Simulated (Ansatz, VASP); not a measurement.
**Two plane-wave programs on La2Si3Rh**

```xyz
24
Lattice="8.3369 0.0000 0.0000 -4.1685 7.2200 0.0000 0.0000 0.0000 8.6091" Properties=species:S:1:pos:R:3 pbc="T T T"
La    0.0000    0.0000    6.4568
La    0.0000    0.0000    2.1523
La    0.0000    7.2009    6.4568
La   -2.0677    3.6196    6.4568
La    2.0677    3.6196    6.4568
La    4.1685    0.0191    2.1523
La    6.2361    3.6004    2.1523
La    2.1008    3.6004    2.1523
Si    4.1685    4.8242    0.0110
Si    2.0748    1.1979    0.0110
Si    6.2621    1.1979    0.0110
Si    0.0000    2.3958    8.5981
Si    2.0936    6.0221    8.5981
Si   -2.0936    6.0221    8.5981
Si    0.0000    2.3958    4.3156
Si    2.0936    6.0221    4.3156
Si   -2.0936    6.0221    4.3156
Si    4.1685    4.8242    4.2935
Si    2.0748    1.1979    4.2935
Si    6.2621    1.1979    4.2935
Rh    4.1685    2.4067    8.5648
Rh    0.0000    4.8133    0.0443
Rh    0.0000    4.8133    4.2602
Rh    4.1685    2.4067    4.3488
```

Alike in both runs: task single point; functional LDA; k mesh 3 × 3 × 2; occupations gaussian, width 0.1 eV; no spin polarisation.

```csv
,VASP,Ansatz
version,VASP 6.6.1,Ansatz 0.2.0
potentials or method,"VASP PAW LDA potentials, release 64 (La, Si, Rh_pv), cutoff 500 eV","scalar-relativistic, plane waves, PAW"
valence electrons in the cell,196,204
```

Ansatz gave:

```
gap on the k mesh at the Fermi level (eV)                     : none
pressure (GPa)                                                : -5.2
traceless stress, the component that is largest in VASP (GPa) : 1.02
rms of the force components (eV/Å)                            : 0.107
```

Q: Which values does VASP return?

A: gap on the k mesh at the Fermi level (eV): none; pressure (GPa): -5.2; traceless stress, the component that is largest in VASP (GPa): 0.94; rms of the force components (eV/Å): 0.099.

LDA's correlation is that of Perdew and Zunger in VASP and of Perdew and Wang (1992) in Ansatz. Atom by atom the forces differ by 0.009 eV/Å (rms over components). A gap of «none» marks a metal or a gap that the smearing closes. VASP's potentials hold 196 valence electrons a cell and Ansatz's 204, so a difference there can come from the potentials and not from the codes.

The k mesh is coarse, so the values compare programs but aren't converged. Spin-orbit coupling is off throughout.
